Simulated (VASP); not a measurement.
# ZnSb2C (P-4m2) in VASP: a series of runs

Runs on ZnSb2C. Level: PBEsol. Tasks: single point.

Everything below comes from runs of VASP 6.6.1. Logs are shortened: lines on timing, memory, paths and dates and some standing lists are left out, and cuts for length are marked.

## Step 1: The cell of the first run

The structure is tetragonal, space group P-4m2 (No. 115). The conventional cell has a = 3.827 Å, b = 3.827 Å, c = 5.971 Å, α = 90.00°, β = 90.00°, γ = 90.00°. Within 3.4 Å of Zn (site symmetry -4m2) lie 4 Sb at 2.58 Å. Within 3.0 Å of Sb (site symmetry 2mm) lie 2 C at 2.28 Å and 2 Zn at 2.58 Å. C (site symmetry -4m2) has 4 Sb at 2.28 Å within 3.0 Å.

## Step 2: Single point, PBEsol

INCAR reads:

```
SYSTEM = ZnSb2C
PREC = Accurate ; ENCUT = 520
EDIFF = 1E-7 ; ISMEAR = 1
SIGMA = 0.05 ; LREAL = .FALSE.
LASPH = .TRUE. ; NELM = 100
ALGO = Normal ; ISIF = 2
LWAVE = .FALSE. ; LCHARG = .TRUE.
GGA = PS ; LELF = .TRUE.
LVHAR = .TRUE. ; NBANDS = 21
```

KPOINTS reads:

```
regular mesh
0
G
  4 4 4
  0 0 0
```

POSCAR reads:

```
ZnSb2C
1.0
    3.8273790815      0.0000000000      0.0000000000
    0.0000000000      3.8273790815      0.0000000000
    0.0000000000      0.0000000000      5.9708967051
Zn Sb C
1 2 1
Direct
    0.0000000000      0.0000000000      0.0000000000
    0.0000000000      0.5000000000      0.2909733445
    0.5000000000      0.0000000000      0.7090266555
    0.5000000000      0.5000000000      0.5000000000
```

Potentials or basis: VASP PAW PBE potentials, release 64 (Zn, Sb, C).

Started as:

```bash
$ cat potpaw_PBE.64/Zn/POTCAR potpaw_PBE.64/Sb/POTCAR potpaw_PBE.64/C/POTCAR > POTCAR
$ mpirun -np 1 vasp_std > vasp.out
```

OUTCAR:

```text
SYSTEM = ZnSb2C
   PREC = Accurate
   ENCUT = 520
   EDIFF = 1E-7
   ISMEAR = 1
   LREAL = .FALSE.
   LASPH = .TRUE.
   NELM = 100
   ISIF = 2
   GGA = PS

 ion  position               nearest neighbor table
   1  0.000  0.000  0.000-   2 2.58   3 2.58   2 2.58   3 2.58
   2  0.000  0.500  0.291-   4 2.28   4 2.28   1 2.58   1 2.58   3 3.68   3 3.68   3 3.68   3 3.68

   3  0.500  0.000  0.709-   4 2.28   4 2.28   1 2.58   1 2.58   2 3.68   2 3.68   2 3.68   2 3.68

   4  0.500  0.500  0.500-   2 2.28   3 2.28   3 2.28   2 2.28

  LATTYP: Found a simple tetragonal cell.
 ALAT       =     3.8273790815
 C/A-ratio  =     1.5600484242

  Lattice vectors:

 A1 = (   3.8273790815,   0.0000000000,   0.0000000000)
 A2 = (   0.0000000000,   3.8273790815,   0.0000000000)
 A3 = (   0.0000000000,   0.0000000000,   5.9708967051)

Analysis of symmetry for initial positions (statically):
=====================================================================
 Subroutine PRICEL returns:
 Original cell was already a primitive cell.

 Routine SETGRP: Setting up the symmetry group for a
 simple tetragonal supercell.

 Subroutine GETGRP returns: Found  8 space group operations
 (whereof  8 operations were pure point group operations)
 out of a pool of 16 trial point group operations.

The static configuration has the point symmetry D_2d.

Analysis of symmetry for dynamics (positions and initial velocities):
=====================================================================
 Subroutine PRICEL returns:
 Original cell was already a primitive cell.

 Routine SETGRP: Setting up the symmetry group for a
 simple tetragonal supercell.

 Subroutine GETGRP returns: Found  8 space group operations
 (whereof  8 operations were pure point group operations)
 out of a pool of 16 trial point group operations.

The dynamic configuration has the point symmetry D_2d.

 Subroutine INISYM returns: Found  8 space group operations
 (whereof  8 operations are pure point group operations),
 and found     1 'primitive' translations

----------------------------------------------------------------------------------------

                                     Primitive cell

  volume of cell :      87.4667

  direct lattice vectors                    reciprocal lattice vectors
     3.827379082  0.000000000  0.000000000     0.261275400  0.000000000  0.000000000
     0.000000000  3.827379082  0.000000000     0.000000000  0.261275400  0.000000000
     0.000000000  0.000000000  5.970896705     0.000000000  0.000000000  0.167479032

  length of vectors
     3.827379082  3.827379082  5.970896705     0.261275400  0.261275400  0.167479032

  position of ions in fractional coordinates (direct lattice)
     0.000000000  0.000000000  0.000000000
     0.000000000  0.500000000  0.290973345
     0.500000000  0.000000000  0.709026655
     0.500000000  0.500000000  0.500000000

  ion indices of the primitive-cell ions
   primitive index   ion index
                 1           1
                 2           2
                 3           3
                 4           4

----------------------------------------------------------------------------------------

 KPOINTS: regular mesh

Automatic generation of k-mesh.
 Grid dimensions read from file:
 generate k-points for:    4    4    4

 Generating k-lattice:

  Cartesian coordinates                     Fractional coordinates (reciprocal lattice)
     0.065318850  0.000000000  0.000000000     0.250000000  0.000000000  0.000000000
     0.000000000  0.065318850  0.000000000     0.000000000  0.250000000  0.000000000
     0.000000000  0.000000000  0.041869758     0.000000000  0.000000000  0.250000000

  Length of vectors
     0.065318850  0.065318850  0.041869758

  Shift w.r.t. Gamma in fractional coordinates (k-lattice)
     0.000000000  0.000000000  0.000000000

 Subroutine IBZKPT returns following result:
 ===========================================

 Found     18 irreducible k-points:

 Following reciprocal coordinates:
            Coordinates               Weight
  0.000000  0.000000  0.000000      1.000000
  0.250000  0.000000  0.000000      4.000000
  0.500000  0.000000  0.000000      2.000000
  0.250000  0.250000  0.000000      4.000000
  0.500000  0.250000  0.000000      4.000000
  0.500000  0.500000  0.000000      1.000000
[... 10 lines left out ...]
  0.500000  0.250000  0.500000      4.000000
  0.500000  0.500000  0.500000      1.000000
   k-points           NKPTS =     18   k-points in BZ     NKDIM =     18   number of bands    NBANDS=     21
   number of dos      NEDOS =    301   number of ions     NIONS =      4
   total plane-waves  NPLWV =  37632
   dimension x,y,z NGX =    28 NGY =   28 NGZ =   48
   dimension x,y,z NGXF=    56 NGYF=   56 NGZF=   96
   ions per type =               1   2   1
   NGX,Y,Z   is equivalent  to a cutoff of  12.16, 12.16, 13.36 a.u.
   NGXF,Y,Z  is equivalent  to a cutoff of  24.32, 24.32, 26.73 a.u.
 SYSTEM =  ZnSb2C
   PREC   = accura    normal or accurate (medium, high low for compatibility)
   ISTART =      0    job   : 0-new  1-cont  2-samecut
   ICHARG =      2    charge: 1-file 2-atom 10-const
   ISPIN  =      1    spin polarized calculation?
   LNONCOLLINEAR =      F non collinear calculations
   LSORBIT =      F    spin-orbit coupling
   LASPH  =      T    aspherical Exc in radial PAW
   ENCUT  =  520.0 eV  38.22 Ry    6.18 a.u.   7.12  7.12 11.10*2*pi/ulx,y,z
   NELM   =    100;   NELMIN=  2; NELMDL= -5     # of ELM steps
   EDIFF  = 0.1E-06   stopping-criterion for ELM
   LREAL  =      F    real-space projection
   EDIFFG = 0.1E-05   stopping-criterion for IOM
   NSW    =      0    number of steps for IOM
   IBRION =     -1    ionic relax: 0-MD 1-quasi-New 2-CG
   NFREE  =      0    steps in history (QN), initial steepest desc. (CG)
   ISIF   =      2    stress and relaxation
   ISYM   =      2    0-nonsym 1-usesym 2-fastsym
   POTIM  = 0.5000    time-step for ionic-motion
   TEBEG  =    0.0;   TEEND  =   0.0 temperature during run
   PSTRESS=    0.0 pullay stress
   NELECT =      26.0000    total number of electrons
   NUPDOWN=      -1.0000    fix difference up-down
   EMIN   =  10.00;   EMAX   =-10.00  energy-range for DOS
   EFERMI =   0.00;   METHOD = LEGACY
   ISMEAR =     1;   SIGMA  =   0.05  broadening in eV -4-tet -1-fermi 0-gaus
[... 14 lines left out ...]
   LRPA    =     F    only Hartree local field effects (RPA)
 non-spin polarized calculation
 Methfessel and Paxton  Order N= 1 SIGMA  =   0.05
  energy-cutoff  :      520.00
  volume of cell :       87.47
 maximum number of plane-waves:      2376
   NGX = 15   NGY = 15   NGZ = 23

 number of electron      25.9999983 magnetization

 Free energy of the ion-electron system (eV)
  ---------------------------------------------------
  ext. energy  EPLUGINS =         0.00000000
  ---------------------------------------------------
  free energy    TOTEN  =       -17.39763572 eV

  energy without entropy =      -17.39814128  energy(sigma->0) =      -17.39780424

 E-fermi :   6.1559     XC(G=0):  -9.9271

 val. band max:        6.1212883000   @ k =   0.2500   0.0000   0.5000
 cond. band min:       6.1887951615   @ k =   0.0000   0.0000   0.5000
 fundamental gap:      0.0675068615
 Fermi energy:         6.1559286634

 k-point     1 :       0.0000    0.0000    0.0000
  band No.  band energies     occupation
      1      -7.9939      2.00000
      2      -4.1261      2.00000
      3      -2.4741      2.00000
      4      -1.9816      2.00000
      5      -1.9816      2.00000
      6      -1.9076      2.00000
[... 13 lines left out ...]
     20      12.1616      0.00000
     21      14.1852      0.00000

 k-point     2 :       0.2500    0.0000    0.0000
  band No.  band energies     occupation
      1      -7.5150      2.00000
      2      -4.1520      2.00000
      3      -2.5869      2.00000
      4      -1.9845      2.00000
      5      -1.9747      2.00000
      6      -1.8513      2.00000
[... 13 lines left out ...]
     20      13.2539      0.00000
     21      13.6119      0.00000

 k-point     3 :       0.5000    0.0000    0.0000
  band No.  band energies     occupation
      1      -6.7108      2.00000
      2      -4.8204      2.00000
      3      -2.7366      2.00000
      4      -2.0245      2.00000
      5      -1.9677      2.00000
      6      -1.8758      2.00000
[... 13 lines left out ...]
     20      12.2747      0.00000
     21      12.3171      0.00000

 k-point     4 :       0.2500    0.2500    0.0000
  band No.  band energies     occupation
      1      -7.0319      2.00000
      2      -3.9685      2.00000
      3      -2.7837      2.00000
      4      -2.0061      2.00000
      5      -1.9462      2.00000
      6      -1.8772      2.00000
[... 13 lines left out ...]
     20      11.5244      0.00000
     21      13.8887      0.00000

 k-point     5 :       0.5000    0.2500    0.0000
  band No.  band energies     occupation
      1      -6.2053      2.00000
      2      -4.4335      2.00000
      3      -2.9672      2.00000
      4      -2.0321      2.00000
      5      -1.9130      2.00000
      6      -1.9093      2.00000
[... 13 lines left out ...]
     20      11.8048      0.00000
     21      14.2974      0.00000

 k-point     6 :       0.5000    0.5000    0.0000
  band No.  band energies     occupation
      1      -5.2392      2.00000
      2      -3.9340      2.00000
      3      -3.9340      2.00000
      4      -1.9769      2.00000
      5      -1.9288      2.00000
      6      -1.8361      2.00000
[... 13 lines left out ...]
     20      11.8287      0.00000
     21      15.4512      0.00000

 k-point     7 :       0.0000    0.0000    0.2500
  band No.  band energies     occupation
      1      -7.9083      2.00000
      2      -4.7210      2.00000
      3      -2.2749      2.00000
      4      -1.9883      2.00000
      5      -1.9883      2.00000
      6      -1.9220      2.00000
[... 13 lines left out ...]
     20      12.4636      0.00000
     21      13.0832      0.00000
[... 147 lines left out ...]
      1      -7.3625      2.00000
      2      -4.8108      2.00000
      3      -2.3158      2.00000
      4      -1.9909      2.00000
      5      -1.9827      2.00000
      6      -1.8768      2.00000
[... 13 lines left out ...]
     20      12.4558      0.00000
     21      13.0096      0.00000

 k-point    15 :       0.5000    0.0000    0.5000
  band No.  band energies     occupation
      1      -6.6701      2.00000
      2      -4.6759      2.00000
      3      -2.7006      2.00000
      4      -1.9705      2.00000
      5      -1.9636      2.00000
      6      -1.8745      2.00000
[... 13 lines left out ...]
     20      12.0685      0.00000
     21      13.0567      0.00000

 k-point    16 :       0.2500    0.2500    0.5000
  band No.  band energies     occupation
      1      -6.9030      2.00000
      2      -4.4766      2.00000
      3      -2.4809      2.00000
      4      -1.9830      2.00000
      5      -1.9574      2.00000
      6      -1.8991      2.00000
[... 13 lines left out ...]
     20      12.4724      0.00000
     21      13.2229      0.00000

 k-point    17 :       0.5000    0.2500    0.5000
  band No.  band energies     occupation
      1      -6.1667      2.00000
      2      -4.3385      2.00000
      3      -2.9724      2.00000
      4      -1.9557      2.00000
      5      -1.9370      2.00000
      6      -1.9173      2.00000
[... 13 lines left out ...]
     20      12.2412      0.00000
     21      13.3952      0.00000

 k-point    18 :       0.5000    0.5000    0.5000
  band No.  band energies     occupation
      1      -5.2055      2.00000
      2      -3.9342      2.00000
      3      -3.9342      2.00000
      4      -1.9893      2.00000
      5      -1.9295      2.00000
      6      -1.8407      2.00000
[... 13 lines left out ...]
     20      10.7619      0.00000
     21      10.8220      0.00000

------------------------ aborting loop because EDIFF is reached ----------------------------------------

  FORCE on cell =-STRESS in cart. coord.  units (eV):
  Direction    XX          YY          ZZ          XY          YZ          ZX
  --------------------------------------------------------------------------------------
  -------------------------------------------------------------------------------------
  Total       -0.6311029     -0.6311029     -0.1703325      0.0000000     -0.0000000      0.0000000
  in kB      -11.5602779    -11.5602779     -3.1200783      0.0000000     -0.0000000      0.0000000
  external PRESSURE =      -8.7468780 kB  Pullay stress =       0.0000000 kB

 VOLUME and BASIS-vectors are now :
 -----------------------------------------------------------------------------
  energy-cutoff  :      520.00
  volume of cell :       87.47
      direct lattice vectors                 reciprocal lattice vectors
     3.827379082  0.000000000  0.000000000     0.261275400  0.000000000  0.000000000
     0.000000000  3.827379082  0.000000000     0.000000000  0.261275400  0.000000000
     0.000000000  0.000000000  5.970896705     0.000000000  0.000000000  0.167479032

 POSITION                                       TOTAL-FORCE (eV/Angst)
 -----------------------------------------------------------------------------------
      0.00000      0.00000      0.00000         0.000000     -0.000000      0.000000
      0.00000      1.91369      1.73737        -0.000000     -0.000000      0.557362
      1.91369      0.00000      4.23352        -0.000000     -0.000000     -0.557362
      1.91369      1.91369      2.98545        -0.000000      0.000000      0.000000
 -----------------------------------------------------------------------------------
    total drift:                               -0.000000      0.000000     -0.000000

  FREE ENERGIE OF THE ION-ELECTRON SYSTEM (eV)
  ---------------------------------------------------
  free  energy   TOTEN  =       -17.3976357218 eV

  energy  without entropy=      -17.3981412828  energy(sigma->0) =      -17.39780424
```

It took 14 s on 1 thread of Intel Xeon 6975P-C (Granite Rapids), shared host; peak memory 0.2 GiB.

What came out:

| Quantity | Value |
| --- | --- |
| Free energy | -17.3976 eV |
| Pressure | -0.9 GPa |
| Largest force | 0.557 eV/Å |
| Band gap on the k mesh | zero (band 13 reaches 6.60 eV, above the bottom of band 14 at 5.76 eV) |

Forces in eV/Å, atoms in the order of the input:
```
Zn   0.000  0.000  0.000
Sb   0.000  0.000  0.557
Sb   0.000  0.000 -0.557
C    0.000  0.000  0.000
```

Levels at points of the mesh, in eV from the Fermi level:
```
           k point  band 11  band 12  band 13  band 14  band 15  band 16
(0.00, 0.00, 0.00)    -1.99    -1.13     0.44     0.66     0.66     2.50
(0.50, 0.00, 0.00)    -4.35    -3.50     0.09     0.09     2.51     2.55
(0.50, 0.50, 0.00)    -3.68    -3.68    -2.77     0.15     0.37     0.94
(0.00, 0.00, 0.50)    -4.00    -0.40    -0.40    -0.40     0.03     3.76
(0.50, 0.00, 0.50)    -2.60    -2.01    -1.29     0.22     1.37     2.29
(0.50, 0.50, 0.50)    -4.49    -4.21    -4.21     2.31     2.51     2.94
```

Caveat: the k points lie up to 0.41 Å⁻¹ apart; the PAW data sets were made with another functional, which shifts forces and pressure a little; spin-orbit coupling is left out, which moves the levels of the heavy elements.

## Step 3: Single point, PBEsol

INCAR reads:

```
SYSTEM = ZnSb2C
PREC = Accurate ; ENCUT = 520
EDIFF = 1E-7 ; ISMEAR = 0
SIGMA = 0.2 ; LREAL = .False.
LASPH = .True. ; NELM = 80
ALGO = Normal ; ISIF = 2
LWAVE = .False. ; LCHARG = .True.
GGA = PS ; LELF = .True.
LVHAR = .True. ; NBANDS = 21
```

KPOINTS reads:

```
regular mesh
0
Gamma
  4 4 4
  0 0 0
```

POSCAR is that of step 2.

Potentials or basis: VASP PAW PBE potentials, release 64 (Zn, Sb, C).

Started as:

```bash
$ cat potpaw_PBE.64/Zn/POTCAR potpaw_PBE.64/Sb/POTCAR potpaw_PBE.64/C/POTCAR > POTCAR
$ mpirun -np 1 vasp_std > vasp.out
```

It took 14 s on 1 thread of Intel Xeon 6975P-C (Granite Rapids), shared host; peak memory 0.2 GiB.

It converged, with:

- Free energy: -17.4183 eV
- Pressure: -0.9 GPa
- Largest force: 0.522 eV/Å
- Band gap on the k mesh: zero (band 13 reaches 6.59 eV, above the bottom of band 14 at 5.76 eV)

Forces on the atoms (eV/Å):
```
Zn   0.000  0.000  0.000
Sb   0.000  0.000  0.522
Sb   0.000  0.000 -0.522
C    0.000  0.000  0.000
```

Stress tensor (GPa, compression positive):
```
-1.07  0.00  0.00
 0.00 -1.07  0.00
 0.00  0.00 -0.70
```

Levels at points of the mesh, in eV from the Fermi level:
```tsv
k point	band 9	band 10	band 11	band 12	band 13	band 14	band 15	band 16	band 17	band 18
(0.00, 0.00, 0.00)	-4.17	-4.17	-1.96	-1.10	0.47	0.70	0.70	2.54	2.54	2.83
(0.50, 0.00, 0.00)	-5.10	-4.86	-4.32	-3.47	0.12	0.12	2.55	2.58	4.00	4.78
(0.50, 0.50, 0.00)	-5.80	-4.80	-3.65	-3.65	-2.73	0.19	0.41	0.98	0.98	5.54
(0.00, 0.00, 0.50)	-4.16	-3.97	-3.97	-0.37	-0.36	-0.36	0.06	3.80	4.20	4.20
(0.50, 0.00, 0.50)	-6.84	-3.46	-2.57	-1.98	-1.25	0.26	1.41	2.32	3.71	3.72
(0.50, 0.50, 0.50)	-5.14	-5.00	-4.46	-4.18	-4.18	2.34	2.54	2.97	2.97	4.30
```

Caveat: the k points lie up to 0.41 Å⁻¹ apart; the PAW data sets were made with another functional, which shifts forces and pressure a little; spin-orbit coupling is left out, which moves the levels of the heavy elements.

## Step 4: Single point, PBEsol

INCAR reads:

```
ALGO = Normal
EDIFF = 1E-6
ENCUT = 520
GGA = PS
ISIF = 2
ISMEAR = -1
ISYM = 0
LASPH = T
LCHARG = T
LELF = T
LREAL = F
LVHAR = T
LWAVE = F
NBANDS = 21
NELM = 60
PREC = Accurate
SIGMA = 0.02
```

KPOINTS reads:

```
k-points
0
Gamma
  4 4 4
```

POSCAR is that of step 3.

Started as:

```bash
$ cat potpaw_PBE.64/Zn/POTCAR potpaw_PBE.64/Sb/POTCAR potpaw_PBE.64/C/POTCAR > POTCAR
$ mpirun -np 1 vasp_std > vasp.out
```

It took 21 s on 1 thread of Intel Xeon 6975P-C (Granite Rapids), shared host; peak memory 0.23 GiB.

The run converged. Its results:

| Quantity | Value |
| --- | --- |
| Free energy | -17.3990 eV |
| Pressure | -0.9 GPa |
| Largest force | 0.543 eV/Å |
| Band gap on the k mesh | zero (band 13 reaches 6.60 eV, above the bottom of band 14 at 5.76 eV) |

Forces on the atoms (eV/Å):
```
Zn   0.000  0.000  0.000
Sb   0.000  0.000  0.543
Sb   0.000  0.000 -0.543
C    0.000  0.000  0.000
```

Stress tensor (GPa, compression positive):
```
-1.14  0.00  0.00
 0.00 -1.14  0.00
 0.00  0.00 -0.41
```

Levels at points of the mesh, in eV from the Fermi level:
```tsv
k point	band 10	band 11	band 12	band 13	band 14	band 15	band 16	band 17
(0.00, 0.00, 0.00)	-4.20	-1.99	-1.12	0.44	0.66	0.66	2.51	2.51
(0.50, 0.00, 0.00)	-4.89	-4.35	-3.50	0.09	0.09	2.51	2.55	3.97
(0.00, 0.50, 0.00)	-4.89	-4.35	-3.50	0.09	0.09	2.51	2.55	3.97
(0.50, 0.50, 0.00)	-4.83	-3.68	-3.68	-2.76	0.16	0.37	0.95	0.95
(0.00, 0.00, 0.50)	-4.00	-4.00	-0.40	-0.40	-0.40	0.03	3.77	4.17
(0.50, 0.00, 0.50)	-3.49	-2.60	-2.01	-1.29	0.22	1.37	2.29	3.68
(0.00, 0.50, 0.50)	-3.49	-2.60	-2.01	-1.29	0.22	1.37	2.29	3.68
(0.50, 0.50, 0.50)	-5.02	-4.49	-4.21	-4.21	2.31	2.51	2.94	2.94
```

Caveat: the k points lie up to 0.41 Å⁻¹ apart; the PAW data sets were made with another functional, which shifts forces and pressure a little; spin-orbit coupling is left out, which moves the levels of the heavy elements.

## Step 5: Overview

```tsv
smearing	gap on the mesh (eV)	pressure (GPa)	largest force (eV/Å)
methfessel-paxton 0.05 eV	none	-0.9	0.56
gaussian 0.2 eV	none	-0.9	0.52
fermi-dirac 0.02 eV	none	-0.9	0.54
```

Alike in all rows: task single point; level PBEsol; potentials or basis VASP PAW PBE potentials, release 64 (Zn, Sb, C); no spin polarisation; cell as given; k mesh 4 × 4 × 4; cutoff (eV) 520.

Caveats: all runs use coarse meshes; the PAW data sets were made with another functional, which shifts forces and pressure a little; spin-orbit coupling is left out, which moves the levels of the heavy elements.

Total energies depend on the potentials used, so only differences within one code and one set of settings carry meaning.
